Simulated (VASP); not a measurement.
# Ga3AsP2 (I-4m2) in VASP: further runs

Ga3AsP2 is run at these levels: PBE; tasks: relaxation of cell and atoms, single point.

Everything below comes from runs of VASP 6.6.1. Logs are shortened: lines on timing, memory, paths and dates and some standing lists are left out, and cuts for length are marked.

## 1. The cell of the first run

Symmetry: I-4m2, No. 119, tetragonal system. Conventional cell: a = 3.834 Å, b = 3.834 Å, c = 16.268 Å, α = 90.00°, β = 90.00°, γ = 90.00°. Ga (site symmetry -4m2) has 4 P at 2.35 Å within 3.1 Å. Within 3.1 Å of Ga (site symmetry 2mm) lie 2 As at 2.35 Å and 2 P at 2.35 Å. Within 3.1 Å of P (site symmetry 2mm) lie 4 Ga at 2.35 Å. Within 3.1 Å of As (site symmetry -4m2) lie 4 Ga at 2.35 Å.

## 2. Relaxation of cell and atoms, PBE

Contents of INCAR:

```
SYSTEM = Ga3AsP2
ALGO     = Normal         ! electronic algorithm
EDIFF    = 1E-7           ! SCF threshold, eV
EDIFFG   = -0.04          ! ionic threshold
ENCUT    = 600            ! plane-wave cutoff, eV
GGA      = PE             ! functional
IBRION   = 2              ! ionic algorithm
ISIF     = 3              ! what is computed and relaxed
ISMEAR   = 0              ! smearing method
LASPH    = .TRUE.         ! aspherical terms in the spheres
LCHARG   = .FALSE.        ! write CHGCAR
LREAL    = .FALSE.        ! projectors in reciprocal space
LWAVE    = .FALSE.        ! write WAVECAR
NELM     = 60             ! most SCF steps
NSW      = 90             ! ionic steps
PREC     = Accurate       ! precision mode
SIGMA    = 0.1            ! smearing width, eV
```

Contents of KPOINTS:

```
k-points
0
G
  6 6 6
  0 0 0
```

Contents of POSCAR:

```
Ga3AsP2
1.0
   -1.9171652500      1.9171652500      8.1338432900
    1.9171652500     -1.9171652500      8.1338432900
    1.9171652500      1.9171652500     -8.1338432900
Ga P As
3 2 1
Direct
    0.0000000000      0.0000000000      0.0000000000
    0.6666666700      0.6666666700      0.0000000000
    0.3333333300      0.3333333300      0.0000000000
    0.5833333300      0.0833333300      0.5000000000
    0.9166666700      0.4166666700      0.5000000000
    0.2500000000      0.7500000000      0.5000000000
```

Potentials or basis: VASP PAW PBE potentials, release 64 (Ga_d, P, As).

Run with:

```console
> cat potpaw_PBE.64/Ga_d/POTCAR potpaw_PBE.64/P/POTCAR potpaw_PBE.64/As/POTCAR > POTCAR
> mpirun -np 1 vasp_std > vasp.out
```

OUTCAR:

```text
SYSTEM = Ga3AsP2
   EDIFF = 1E-7
   EDIFFG = -0.04
   ENCUT = 600
   GGA = PE
   IBRION = 2
   ISIF = 3
   ISMEAR = 0
   LASPH = .TRUE.
   LREAL = .FALSE.
   NELM = 60
   NSW = 90
   PREC = Accurate

 ion  position               nearest neighbor table
   1  0.000  0.000  0.000-   5 2.35   4 2.35   4 2.35   5 2.35
   2  0.667  0.667  0.000-   6 2.35   6 2.35   4 2.35   4 2.35
   3  0.333  0.333  0.000-   6 2.35   6 2.35   5 2.35   5 2.35
   4  0.583  0.083  0.500-   1 2.35   1 2.35   2 2.35   2 2.35
   5  0.917  0.417  0.500-   1 2.35   1 2.35   3 2.35   3 2.35
   6  0.250  0.750  0.500-   2 2.35   3 2.35   3 2.35   2 2.35

  LATTYP: Found a body centered tetragonal cell.
 ALAT       =     3.8343305000
 C/A-ratio  =     4.2426406853

  Lattice vectors:

 A1 = (  -1.9171652500,   1.9171652500,   8.1338432900)
 A2 = (   1.9171652500,  -1.9171652500,   8.1338432900)
 A3 = (   1.9171652500,   1.9171652500,  -8.1338432900)

Analysis of symmetry for initial positions (statically):
=====================================================================
 Subroutine PRICEL returns:
 Original cell was already a primitive cell.

 Routine SETGRP: Setting up the symmetry group for a
 body centered tetragonal supercell.

 Subroutine GETGRP returns: Found  8 space group operations
 (whereof  8 operations were pure point group operations)
 out of a pool of 16 trial point group operations.

The static configuration has the point symmetry D_2d.

Analysis of symmetry for dynamics (positions and initial velocities):
=====================================================================
 Subroutine PRICEL returns:
 Original cell was already a primitive cell.

 Routine SETGRP: Setting up the symmetry group for a
 body centered tetragonal supercell.

 Subroutine GETGRP returns: Found  8 space group operations
 (whereof  8 operations were pure point group operations)
 out of a pool of 16 trial point group operations.

The dynamic configuration has the point symmetry D_2d.

 Subroutine INISYM returns: Found  8 space group operations
 (whereof  8 operations are pure point group operations),
 and found     1 'primitive' translations

----------------------------------------------------------------------------------------

                                     Primitive cell

  volume of cell :     119.5845

  direct lattice vectors                    reciprocal lattice vectors
    -1.917165250  1.917165250  8.133843290     0.000000000  0.260801723  0.061471556
     1.917165250 -1.917165250  8.133843290     0.260801723  0.000000000  0.061471556
     1.917165250  1.917165250 -8.133843290     0.260801723  0.260801723  0.000000000

  length of vectors
     8.573823643  8.573823643  8.573823643     0.267948299  0.267948299  0.368829333

  position of ions in fractional coordinates (direct lattice)
     0.000000000  0.000000000  0.000000000
     0.666666670  0.666666670  0.000000000
     0.333333330  0.333333330  0.000000000
     0.583333330  0.083333330  0.500000000
     0.916666670  0.416666670  0.500000000
     0.250000000  0.750000000  0.500000000

  ion indices of the primitive-cell ions
   primitive index   ion index
                 1           1
                 2           2
                 3           3
                 4           4
                 5           5
                 6           6

----------------------------------------------------------------------------------------

 KPOINTS: k-points

Automatic generation of k-mesh.
 Grid dimensions read from file:
 generate k-points for:    6    6    6

 Generating k-lattice:

  Cartesian coordinates                     Fractional coordinates (reciprocal lattice)
     0.000000000  0.043466954  0.010245259     0.166666667  0.000000000 -0.000000000
     0.043466954  0.000000000  0.010245259     0.000000000  0.166666667 -0.000000000
     0.043466954  0.043466954  0.000000000     0.000000000  0.000000000  0.166666667

  Length of vectors
     0.044658050  0.044658050  0.061471556

  Shift w.r.t. Gamma in fractional coordinates (k-lattice)
     0.000000000  0.000000000  0.000000000

 Subroutine IBZKPT returns following result:
 ===========================================

 Found     30 irreducible k-points:

 Following reciprocal coordinates:
            Coordinates               Weight
  0.000000  0.000000  0.000000      1.000000
  0.166667 -0.000000  0.000000      8.000000
  0.333333 -0.000000  0.000000      8.000000
  0.500000 -0.000000  0.000000      4.000000
  0.166667  0.166667  0.000000      8.000000
  0.333333  0.166667  0.000000     16.000000
[... 16 lines left out ...]
 -0.333333 -0.333333  0.166667      8.000000
 -0.166667 -0.333333  0.166667      8.000000
 [... further k-points ...]
   k-points           NKPTS =     30   k-points in BZ     NKDIM =     30   number of bands    NBANDS=     32
   number of dos      NEDOS =    301   number of ions     NIONS =      6
   total plane-waves  NPLWV = 343000
   dimension x,y,z NGX =    70 NGY =   70 NGZ =   70
   dimension x,y,z NGXF=   140 NGYF=  140 NGZF=  140
   ions per type =               3   2   1
   NGX,Y,Z   is equivalent  to a cutoff of  13.57, 13.57, 13.57 a.u.
   NGXF,Y,Z  is equivalent  to a cutoff of  27.15, 27.15, 27.15 a.u.
 SYSTEM =  Ga3AsP2
   PREC   = accura    normal or accurate (medium, high low for compatibility)
   ISTART =      0    job   : 0-new  1-cont  2-samecut
   ICHARG =      2    charge: 1-file 2-atom 10-const
   ISPIN  =      1    spin polarized calculation?
   LNONCOLLINEAR =      F non collinear calculations
   LSORBIT =      F    spin-orbit coupling
   LASPH  =      T    aspherical Exc in radial PAW
   ENCUT  =  600.0 eV  44.10 Ry    6.64 a.u.  17.12 17.12 17.12*2*pi/ulx,y,z
   NELM   =     60;   NELMIN=  2; NELMDL= -5     # of ELM steps
   EDIFF  = 0.1E-06   stopping-criterion for ELM
   LREAL  =      F    real-space projection
   EDIFFG = -.4E-01   stopping-criterion for IOM
   NSW    =     90    number of steps for IOM
   IBRION =      2    ionic relax: 0-MD 1-quasi-New 2-CG
   NFREE  =      1    steps in history (QN), initial steepest desc. (CG)
   ISIF   =      3    stress and relaxation
   ISYM   =      2    0-nonsym 1-usesym 2-fastsym
   POTIM  = 0.5000    time-step for ionic-motion
   TEBEG  =    0.0;   TEEND  =   0.0 temperature during run
   PSTRESS=    0.0 pullay stress
   NELECT =      54.0000    total number of electrons
   NUPDOWN=      -1.0000    fix difference up-down
   EMIN   =  10.00;   EMAX   =-10.00  energy-range for DOS
   EFERMI =   0.00;   METHOD = LEGACY
   ISMEAR =     0;   SIGMA  =   0.10  broadening in eV -4-tet -1-fermi 0-gaus
   EFERMI_NEDOS =   21; number of points for ismear=-14 and -15
   IALGO  =     38    algorithm
   IMIX   =      4    mixing-type and parameters
     AMIX     =   0.40;   BMIX     =  1.00
     AMIX_MAG =   1.60;   BMIX_MAG =  1.00
  volume/ion in A,a.u.               =      19.93       134.50
  Fermi-wavevector in a.u.,A,eV,Ry     =   1.255975  2.373449 21.462838  1.577474
  Thomas-Fermi vector in A             =   2.389706
   LORBIT       =      0    0 simple, 1 ext, 2 COOP (PROOUT), +10 PAW based schemes
   GGA     = PE    functional components
   LHFCALC =     F    Hartree Fock is set to
   AEXX    =    0.0000 exact exchange contribution
   IVDW    =     0    specifies the selected vdW correction
   LEPSILON=     F    determine dielectric tensor
   LRPA    =     F    only Hartree local field effects (RPA)
 conjugate gradient relaxation of ions
 non-spin polarized calculation
 Gauss-broadening in eV      SIGMA  =   0.10
  energy-cutoff  :      600.00
  volume of cell :      119.58
 maximum number of plane-waves:      4026
 NGX is ok and might be reduce to    70
   NGX = 35   NGY = 35   NGZ = 35

--------------------------------------- Ionic step        1  -------------------------------------------

 number of electron      54.0000002 magnetization

 Free energy of the ion-electron system (eV)
  ---------------------------------------------------
  ext. energy  EPLUGINS =         0.00000000
  ---------------------------------------------------
  free energy    TOTEN  =       -26.14958185 eV

  energy without entropy =      -26.14958185  energy(sigma->0) =      -26.14958185

------------------------ aborting loop because EDIFF is reached ----------------------------------------

  FORCE on cell =-STRESS in cart. coord.  units (eV):
  Direction    XX          YY          ZZ          XY          YZ          ZX
  --------------------------------------------------------------------------------------
  -------------------------------------------------------------------------------------
  Total        5.9581129      5.9581129      5.7885799      0.0000000      0.0000000      0.0000000
  in kB       79.8260102     79.8260102     77.5546291      0.0000000      0.0000000      0.0000000
  external PRESSURE =      79.0688832 kB  Pullay stress =       0.0000000 kB
[... 25 lines left out ...]
  energy  without entropy=      -26.1495818475  energy(sigma->0) =      -26.14958185

--------------------------------------- Ionic step        2  -------------------------------------------

 number of electron      53.9999997 magnetization

 E-fermi :   3.9456     XC(G=0):  -9.3627

 val. band max:        3.6052614765   @ k =   0.0000   0.0000   0.0000
 cond. band min:       4.2749731775   @ k =   0.0000   0.0000   0.0000
 fundamental gap:      0.6697117010
 Fermi energy:         3.9455767950

 k-point     1 :       0.0000    0.0000    0.0000
  band No.  band energies     occupation
      1     -11.0109      2.00000
      2     -11.0011      2.00000
      3     -10.9406      2.00000
      4     -10.9406      2.00000
      5     -10.9386      2.00000
      6     -10.9104      2.00000
[... 1028 lines left out ...]
  energy  without entropy=      -26.4616121904  energy(sigma->0) =      -26.46161219

--------------------------------------- Ionic step        7  -------------------------------------------

 number of electron      53.9999997 magnetization

 Free energy of the ion-electron system (eV)
  ---------------------------------------------------
  ext. energy  EPLUGINS =         0.00000000
  ---------------------------------------------------
  free energy    TOTEN  =       -26.46345777 eV

  energy without entropy =      -26.46345777  energy(sigma->0) =      -26.46345777

 E-fermi :   4.5393     XC(G=0):  -9.5840

 val. band max:        4.0756861096   @ k =   0.0000   0.0000   0.0000
 cond. band min:       5.1089825046   @ k =   0.0000   0.0000   0.0000
 fundamental gap:      1.0332963950
 Fermi energy:         4.5393365055

 k-point     1 :       0.0000    0.0000    0.0000
  band No.  band energies     occupation
      1     -10.6392      2.00000
      2     -10.6117      2.00000
      3     -10.5566      2.00000
      4     -10.5566      2.00000
      5     -10.5422      2.00000
      6     -10.5075      2.00000
[... 864 lines left out ...]
  FREE ENERGIE OF THE ION-ELECTRON SYSTEM (eV)
  ---------------------------------------------------
  free  energy   TOTEN  =       -26.4634577678 eV

  energy  without entropy=      -26.4634577678  energy(sigma->0) =      -26.46345777

 reached required accuracy - stopping structural energy minimisation
```

Wall time 27 min (1 thread of Intel Xeon 6975P-C (Granite Rapids), shared host); peak memory 0.85 GiB.

What came out:

| Property | Result |
| --- | --- |
| Free energy | -26.4635 eV |
| Relaxed volume | 21.80 Å³/atom |
| Relaxed cell | a = 8.824 Å, b = 8.824 Å, c = 8.824 Å, α = 154.11°, β = 154.11°, γ = 36.94° |
| Space group after relaxing (to 0.1 Å) | I-4m2 (No. 119) |
| Energy gained by relaxing | 52.3 meV/atom |
| Ionic steps | 7 |
| Pressure after relaxing | 0.0 GPa |
| Largest force after relaxing | 0.015 eV/Å |
| Band gap on the k mesh | 1.03 eV |

Forces in eV/Å, atoms in the order of the input:
```
Ga   0.000  0.000  0.000
Ga   0.000  0.000  0.011
Ga   0.000  0.000 -0.011
P    0.000  0.000 -0.015
P    0.000  0.000  0.015
As   0.000  0.000  0.000
```

Step by step:
| step | energy change (eV) | largest force (eV/Å) | pressure (GPa) | volume (Å³) |
| --- | --- | --- | --- | --- |
| 1 | 0.0000 | 0.9320 | 7.91 | 119.58 |
| 2 | -0.2338 | 0.2372 | -3.14 | 137.43 |
| 3 | -0.2938 | 0.3416 | -0.29 | 131.35 |
| 4 | -0.3057 | 0.1734 | -0.14 | 130.99 |
| 5 | -0.3120 | 0.1471 | 0.15 | 130.43 |
| 6 | -0.3120 | 0.1491 | 0.13 | 130.47 |
| 7 | -0.3139 | 0.0150 | -0.03 | 130.77 |

Final structure:
```yaml
crystal:
  lattice:
    - [-1.97646, 1.97646, 8.36914]
    - [1.97646, -1.97646, 8.36914]
    - [1.97646, 1.97646, -8.36914]
  atoms:
    - { symbol: Ga, position: [0.00000, 0.00000, 0.00000] }
    - { symbol: Ga, position: [0.66243, 0.66243, 0.00000] }
    - { symbol: Ga, position: [0.33757, 0.33757, 0.00000] }
    - { symbol: P, position: [0.58132, 0.08132, 0.50000] }
    - { symbol: P, position: [0.91868, 0.41868, 0.50000] }
    - { symbol: As, position: [0.25000, 0.75000, 0.50000] }
```

A k mesh can miss the band edges.

## 3. Single point, PBE

This run uses another cell than the first one, of 21.77 Å³/atom.

Contents of INCAR:

```
ALGO = Normal
EDIFF = 1E-7
ENCUT = 520
GGA = PE
ISIF = 2
ISMEAR = 0
LASPH = T
LCHARG = F
LREAL = F
LWAVE = F
NBANDS = 36
NELM = 60
PREC = Accurate
SIGMA = 0.02
```

Contents of KPOINTS:

```
k-points
0
Gamma
  10 10 10
```

Contents of POSCAR:

```
Ga3AsP2
1.0
   -1.9735283107      1.9735283107      8.3829158382
    1.9735283107     -1.9735283107      8.3829158382
    1.9735283107      1.9735283107     -8.3829158382
Ga P As
3 2 1
Direct
    0.0000000000      0.0000000000      0.0000000000
    0.6625269662      0.6625269662      0.0000000000
    0.3374730338      0.3374730338      0.0000000000
    0.5813004453      0.0813004453      0.5000000000
    0.9186995547      0.4186995547      0.5000000000
    0.2500000000      0.7500000000      0.5000000000
```

Potentials or basis: VASP PAW PBE potentials, release 64 (Ga_d, P, As).

Run with:

```console
> cat potpaw_PBE.64/Ga_d/POTCAR potpaw_PBE.64/P/POTCAR potpaw_PBE.64/As/POTCAR > POTCAR
> mpirun -np 1 vasp_std > vasp.out
```

OUTCAR:

```text
EDIFF = 1E-7
   ENCUT = 520
   GGA = PE
   ISIF = 2
   ISMEAR = 0
   LASPH = T
   LREAL = F
   NELM = 60
   PREC = Accurate

 ion  position               nearest neighbor table
   1  0.000  0.000  0.000-   5 2.40   4 2.40   4 2.40   5 2.40
   2  0.663  0.663  0.000-   4 2.40   4 2.40   6 2.46   6 2.46
   3  0.337  0.337  0.000-   5 2.40   5 2.40   6 2.46   6 2.46
   4  0.581  0.081  0.500-   2 2.40   2 2.40   1 2.40   1 2.40
   5  0.919  0.419  0.500-   3 2.40   3 2.40   1 2.40   1 2.40
   6  0.250  0.750  0.500-   3 2.46   2 2.46   3 2.46   2 2.46
[... 1144 lines left out ...]
  -------------------------------------------------------------------------------------
  Total        0.0648840      0.0648840      0.0388987      0.0000000      0.0000000      0.0000000
  in kB        0.7959881      0.7959881      0.4772033      0.0000000      0.0000000      0.0000000
  external PRESSURE =       0.6897265 kB  Pullay stress =       0.0000000 kB

 VOLUME and BASIS-vectors are now :
 -----------------------------------------------------------------------------
  energy-cutoff  :      520.00
  volume of cell :      130.60
      direct lattice vectors                 reciprocal lattice vectors
    -1.973528311  1.973528311  8.382915838     0.000000000  0.253353346  0.059645117
     1.973528311 -1.973528311  8.382915838     0.253353346  0.000000000  0.059645117
     1.973528311  1.973528311 -8.382915838     0.253353346  0.253353346  0.000000000

 POSITION                                       TOTAL-FORCE (eV/Angst)
 -----------------------------------------------------------------------------------
      0.00000      0.00000      0.00000        -0.000000      0.000000      0.000000
      0.00000      0.00000     11.10782         0.000000     -0.000000     -0.015200
      0.00000      0.00000      5.65802         0.000000     -0.000000      0.015200
      0.00000      1.97353      1.36307        -0.000000      0.000000     -0.000216
      0.00000      1.97353      7.01985        -0.000000      0.000000      0.000216
      1.97353      0.00000      4.19146        -0.000000      0.000000      0.000000
 -----------------------------------------------------------------------------------
    total drift:                                0.000002     -0.000002     -0.000000

  FREE ENERGIE OF THE ION-ELECTRON SYSTEM (eV)
  ---------------------------------------------------
  free  energy   TOTEN  =       -26.4835893220 eV

  energy  without entropy=      -26.4835893220  energy(sigma->0) =      -26.48358932
```

stdout:

```text
POSCAR found type information on POSCAR GaP As
 POSCAR found :  3 types and       6 ions
 scaLAPACK will be used
 LDA part: xc-table for (Slater+PW92), standard interpolation
 POSCAR, INCAR and KPOINTS ok, starting setup
 FFT: planning ... GRIDC
 FFT: planning ... GRID_SOFT
 FFT: planning ... GRID
 WAVECAR not read
 entering main loop
```

It took 28 min on 1 thread of Intel Xeon Platinum 8375C at 2.90GHz (Ice Lake), shared host; peak memory 0.97 GiB.

Results:

```yaml
Free_energy: -26.4836 eV
Pressure: 0.1 GPa
Largest_force: 0.015 eV/Å
Band_gap_on_the_k_mesh: 1.04 eV
```

Forces on the atoms (eV/Å):
```
Ga   0.000  0.000  0.000
Ga   0.000  0.000 -0.015
Ga   0.000  0.000  0.015
P    0.000  0.000  0.000
P    0.000  0.000  0.000
As   0.000  0.000  0.000
```

A k mesh can miss the band edges.
